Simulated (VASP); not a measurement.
# WSe2 (P6_3/mmc) in VASP: further runs

Runs on WSe2. Level: PBE. Tasks: relaxation of cell and atoms, single point.

All numbers are computed with VASP 6.6.1; they aren't measurements. Logs are shortened: lines on timing, memory, paths and dates and some standing lists are left out, and cuts for length are marked.

**1. The cell of the first run**

The structure is hexagonal, space group P6_3/mmc (No. 194). The conventional cell has a = 3.321 Å, b = 3.321 Å, c = 15.044 Å, α = 90.00°, β = 90.00°, γ = 120.00°. W (site symmetry -6m2) has 6 Se at 2.55 Å and 6 W at 3.32 Å within 3.4 Å. Se (site symmetry 3m) has 3 W at 2.55 Å and 7 Se at 3.32 to 3.36 Å within 3.4 Å.

**2. Relaxation of cell and atoms, PBE**

File INCAR:

```
SYSTEM = WSe2
  PREC = Accurate
  ENCUT = 500
  EDIFF = 1E-7
  ISMEAR = 0
  SIGMA = 0.02
  LREAL = .FALSE.
  LASPH = .TRUE.
  NELM = 120
  ALGO = Normal
  ISIF = 3
  LWAVE = .FALSE.
  LCHARG = .FALSE.
  GGA = PE
  IBRION = 2
  NSW = 100
  EDIFFG = -0.005
  GGA_COMPAT = .FALSE.
  NELMIN = 4
```

File KPOINTS:

```
regular mesh
0
G
  12 12 2
  0 0 0
```

File POSCAR:

```
WSe2
1.0
    3.3209866959      0.0000000000      0.0000000000
   -1.6604933480      2.8760588443      0.0000000000
    0.0000000000      0.0000000000     15.0438377397
W Se
2 4
Direct
    0.6666666667      0.3333333333      0.7500000000
    0.3333333333      0.6666666667      0.2500000000
    0.3333333333      0.6666666667      0.8615429960
    0.6666666667      0.3333333333      0.3615429960
    0.3333333333      0.6666666667      0.6384570040
    0.6666666667      0.3333333333      0.1384570040
```

Potentials or basis: VASP PAW PBE potentials, release 64 (W_sv, Se).

Started as:

```bash
> cat potpaw_PBE.64/W_sv/POTCAR potpaw_PBE.64/Se/POTCAR > POTCAR
> mpirun -np 1 vasp_std > vasp.out
```

OUTCAR:

```text
SYSTEM = WSe2
   PREC = Accurate
   ENCUT = 500
   EDIFF = 1E-7
   ISMEAR = 0
   LREAL = .FALSE.
   LASPH = .TRUE.
   NELM = 120
   ISIF = 3
   GGA = PE
   IBRION = 2
   NSW = 100
   EDIFFG = -0.005
   NELMIN = 4

 ion  position               nearest neighbor table
   1  0.667  0.333  0.750-   3 2.55   5 2.55   3 2.55   5 2.55   3 2.55   5 2.55
   2  0.333  0.667  0.250-   4 2.55   6 2.55   4 2.55   6 2.55   4 2.55   6 2.55
   3  0.333  0.667  0.862-   1 2.55   1 2.55   1 2.55
   4  0.667  0.333  0.362-   2 2.55   2 2.55   2 2.55
   5  0.333  0.667  0.638-   1 2.55   1 2.55   1 2.55
   6  0.667  0.333  0.138-   2 2.55   2 2.55   2 2.55

  LATTYP: Found a hexagonal cell.
 ALAT       =     3.3209866959
 C/A-ratio  =     4.5299301434

  Lattice vectors:

 A1 = (   3.3209866959,   0.0000000000,   0.0000000000)
 A2 = (  -1.6604933480,   2.8760588443,   0.0000000000)
 A3 = (   0.0000000000,   0.0000000000,  15.0438377397)

Analysis of symmetry for initial positions (statically):
=====================================================================
 Subroutine PRICEL returns:
 Original cell was already a primitive cell.

 Routine SETGRP: Setting up the symmetry group for a
 hexagonal supercell.

 Subroutine GETGRP returns: Found 24 space group operations
 (whereof 12 operations were pure point group operations)
 out of a pool of 24 trial point group operations.

The static configuration has the point symmetry D_3d.
 The point group associated with its full space group is D_6h.

Analysis of symmetry for dynamics (positions and initial velocities):
=====================================================================
 Subroutine PRICEL returns:
 Original cell was already a primitive cell.

 Routine SETGRP: Setting up the symmetry group for a
 hexagonal supercell.

 Subroutine GETGRP returns: Found 24 space group operations
 (whereof 12 operations were pure point group operations)
 out of a pool of 24 trial point group operations.

The dynamic configuration has the point symmetry D_3d.
 The point group associated with its full space group is D_6h.

 Subroutine INISYM returns: Found 24 space group operations
 (whereof 12 operations are pure point group operations),
 and found     1 'primitive' translations

----------------------------------------------------------------------------------------

                                     Primitive cell

  volume of cell :     143.6890

  direct lattice vectors                    reciprocal lattice vectors
     3.320986696  0.000000000  0.000000000     0.301115329  0.173849016  0.000000000
    -1.660493348  2.876058844  0.000000000     0.000000000  0.347698032  0.000000000
     0.000000000  0.000000000 15.043837740     0.000000000  0.000000000  0.066472400

  length of vectors
     3.320986696  3.320986696 15.043837740     0.347698032  0.347698032  0.066472400

  position of ions in fractional coordinates (direct lattice)
     0.666666667  0.333333333  0.750000000
     0.333333333  0.666666667  0.250000000
     0.333333333  0.666666667  0.861542996
     0.666666667  0.333333333  0.361542996
     0.333333333  0.666666667  0.638457004
     0.666666667  0.333333333  0.138457004

  ion indices of the primitive-cell ions
   primitive index   ion index
                 1           1
                 2           2
                 3           3
                 4           4
                 5           5
                 6           6

----------------------------------------------------------------------------------------

 KPOINTS: regular mesh

Automatic generation of k-mesh.
 Grid dimensions read from file:
 generate k-points for:   12   12    2

 Generating k-lattice:

  Cartesian coordinates                     Fractional coordinates (reciprocal lattice)
     0.025092944  0.014487418  0.000000000     0.083333333  0.000000000  0.000000000
     0.000000000  0.028974836  0.000000000     0.000000000  0.083333333  0.000000000
     0.000000000  0.000000000  0.033236200     0.000000000  0.000000000  0.500000000

  Length of vectors
     0.028974836  0.028974836  0.033236200

  Shift w.r.t. Gamma in fractional coordinates (k-lattice)
     0.000000000  0.000000000  0.000000000

 Subroutine IBZKPT returns following result:
 ===========================================

 Found     38 irreducible k-points:

 Following reciprocal coordinates:
            Coordinates               Weight
  0.000000  0.000000  0.000000      1.000000
  0.083333  0.000000  0.000000      6.000000
  0.166667  0.000000  0.000000      6.000000
  0.250000  0.000000  0.000000      6.000000
  0.333333  0.000000  0.000000      6.000000
  0.416667 -0.000000  0.000000      6.000000
[... 16 lines left out ...]
  0.250000  0.000000  0.500000      6.000000
  0.333333  0.000000  0.500000      6.000000
 [... further k-points ...]
   k-points           NKPTS =     38   k-points in BZ     NKDIM =     38   number of bands    NBANDS=     31
   number of dos      NEDOS =    301   number of ions     NIONS =      6
   total plane-waves  NPLWV =  64512
   dimension x,y,z NGX =    24 NGY =   24 NGZ =  112
   dimension x,y,z NGXF=    48 NGYF=   48 NGZF=  224
   ions per type =               2   4
   NGX,Y,Z   is equivalent  to a cutoff of  12.01, 12.01, 12.38 a.u.
   NGXF,Y,Z  is equivalent  to a cutoff of  24.03, 24.03, 24.75 a.u.
 SYSTEM =  WSe2
   PREC   = accura    normal or accurate (medium, high low for compatibility)
   ISTART =      0    job   : 0-new  1-cont  2-samecut
   ICHARG =      2    charge: 1-file 2-atom 10-const
   ISPIN  =      1    spin polarized calculation?
   LNONCOLLINEAR =      F non collinear calculations
   LSORBIT =      F    spin-orbit coupling
   LASPH  =      T    aspherical Exc in radial PAW
   ENCUT  =  500.0 eV  36.75 Ry    6.06 a.u.   6.05  6.05 27.43*2*pi/ulx,y,z
   NELM   =    120;   NELMIN=  4; NELMDL= -5     # of ELM steps
   EDIFF  = 0.1E-06   stopping-criterion for ELM
   LREAL  =      F    real-space projection
   EDIFFG = -.5E-02   stopping-criterion for IOM
   NSW    =    100    number of steps for IOM
   IBRION =      2    ionic relax: 0-MD 1-quasi-New 2-CG
   NFREE  =      1    steps in history (QN), initial steepest desc. (CG)
   ISIF   =      3    stress and relaxation
   ISYM   =      2    0-nonsym 1-usesym 2-fastsym
   POTIM  = 0.5000    time-step for ionic-motion
   TEBEG  =    0.0;   TEEND  =   0.0 temperature during run
   PSTRESS=    0.0 pullay stress
   NELECT =      52.0000    total number of electrons
   NUPDOWN=      -1.0000    fix difference up-down
   EMIN   =  10.00;   EMAX   =-10.00  energy-range for DOS
   EFERMI =   0.00;   METHOD = LEGACY
   ISMEAR =     0;   SIGMA  =   0.02  broadening in eV -4-tet -1-fermi 0-gaus
   EFERMI_NEDOS =   21; number of points for ismear=-14 and -15
   IALGO  =     38    algorithm
   IMIX   =      4    mixing-type and parameters
     AMIX     =   0.40;   BMIX     =  1.00
     AMIX_MAG =   1.60;   BMIX_MAG =  1.00
  volume/ion in A,a.u.               =      23.95       161.61
  Fermi-wavevector in a.u.,A,eV,Ry     =   1.166634  2.204619 18.518015  1.361036
  Thomas-Fermi vector in A             =   2.303145
   LORBIT       =      0    0 simple, 1 ext, 2 COOP (PROOUT), +10 PAW based schemes
   GGA     = PE    functional components
   LHFCALC =     F    Hartree Fock is set to
   AEXX    =    0.0000 exact exchange contribution
   IVDW    =     0    specifies the selected vdW correction
   LEPSILON=     F    determine dielectric tensor
   LRPA    =     F    only Hartree local field effects (RPA)
 conjugate gradient relaxation of ions
 non-spin polarized calculation
 Gauss-broadening in eV      SIGMA  =   0.02
  energy-cutoff  :      500.00
  volume of cell :      143.69
 maximum number of plane-waves:      3688
   NGX = 13   NGY = 13   NGZ = 55

--------------------------------------- Ionic step        1  -------------------------------------------

 number of electron      51.9999987 magnetization

 Free energy of the ion-electron system (eV)
  ---------------------------------------------------
  ext. energy  EPLUGINS =         0.00000000
  ---------------------------------------------------
  free energy    TOTEN  =       -43.25596437 eV

  energy without entropy =      -43.25596437  energy(sigma->0) =      -43.25596437

------------------------ aborting loop because EDIFF is reached ----------------------------------------

  FORCE on cell =-STRESS in cart. coord.  units (eV):
  Direction    XX          YY          ZZ          XY          YZ          ZX
  --------------------------------------------------------------------------------------
  -------------------------------------------------------------------------------------
  Total        0.1923427      0.1923427      0.3105542     -0.0000000      0.0000000      0.0000000
  in kB        2.1446814      2.1446814      3.4627767     -0.0000000      0.0000000      0.0000000
  external PRESSURE =       2.5840465 kB  Pullay stress =       0.0000000 kB
[... 65 lines left out ...]
  energy  without entropy=      -43.2549720435  energy(sigma->0) =      -43.25497204

--------------------------------------- Ionic step        3  -------------------------------------------

 number of electron      51.9999988 magnetization

 Free energy of the ion-electron system (eV)
  ---------------------------------------------------
  ext. energy  EPLUGINS =         0.00000000
  ---------------------------------------------------
  free energy    TOTEN  =       -43.25623933 eV

  energy without entropy =      -43.25623933  energy(sigma->0) =      -43.25623933

 E-fermi :   4.4767     XC(G=0):  -9.6086

 val. band max:        4.2736249750   @ k =   0.3333   0.3333   0.0000
 cond. band min:       5.7242798206   @ k =   0.1667   0.1667   0.0000
 fundamental gap:      1.4506548455
 Fermi energy:         4.4766707147

 k-point     1 :       0.0000    0.0000    0.0000
  band No.  band energies     occupation
      1     -69.8381      2.00000
      2     -69.8381      2.00000
      3     -34.0549      2.00000
      4     -34.0549      2.00000
      5     -33.9543      2.00000
      6     -33.9543      2.00000
[... 805 lines left out ...]
     30       6.4850      0.00000
     31       7.4713      0.00000

 [... further k-points ...]

------------------------ aborting loop because EDIFF is reached ----------------------------------------

  FORCE on cell =-STRESS in cart. coord.  units (eV):
  Direction    XX          YY          ZZ          XY          YZ          ZX
  --------------------------------------------------------------------------------------
  -------------------------------------------------------------------------------------
  Total        0.0001986      0.0001986      0.0099892     -0.0000000      0.0000000      0.0000000
  in kB        0.0022106      0.0022106      0.1111863     -0.0000000      0.0000000      0.0000000
  external PRESSURE =       0.0385359 kB  Pullay stress =       0.0000000 kB
[... 21 lines left out ...]
  FREE ENERGIE OF THE ION-ELECTRON SYSTEM (eV)
  ---------------------------------------------------
  free  energy   TOTEN  =       -43.2562393316 eV

  energy  without entropy=      -43.2562393316  energy(sigma->0) =      -43.25623933

 reached required accuracy - stopping structural energy minimisation
```

Wall time 5.3 min (1 thread of Intel Xeon 6975P-C (Granite Rapids), shared host); peak memory 0.33 GiB.

Results:

* Free energy: -43.2562 eV
* Relaxed volume: 23.99 Å³/atom
* Relaxed cell: a = 3.323 Å, b = 3.323 Å, c = 15.056 Å, α = 90.00°, β = 90.00°, γ = 120.00°
* Space group after relaxing (to 0.1 Å): P6_3/mmc (No. 194)
* Energy gained by relaxing: 0.0 meV/atom
* Ionic steps: 3
* Pressure after relaxing: 0.0 GPa
* Band gap on the k mesh: 1.45 eV (least direct gap 1.52 eV)

The path:
```tsv
step	energy change (eV)	largest force (eV/Å)	pressure (GPa)	volume (Å³)
1	0.0000	0.0452	0.26	143.69
2	0.0010	0.0944	-0.54	144.49
3	-0.0003	0.0009	0.00	143.94
```

Final structure:
```
CELL_PARAMETERS angstrom
3.32261 0.00000 0.00000
-1.66130 2.87746 0.00000
0.00000 0.00000 15.05569
ATOMIC_POSITIONS crystal
W 0.66667 0.33333 0.75000
W 0.33333 0.66667 0.25000
Se 0.33333 0.66667 0.86159
Se 0.66667 0.33333 0.36159
Se 0.33333 0.66667 0.63841
Se 0.66667 0.33333 0.13841
```

Caveat: spin-orbit coupling is left out, which moves the levels of the heavy elements; this functional lacks dispersion, which binds layers or chains, so the pressure and a relaxed spacing across them are unreliable.

[end of part 1 of 2]
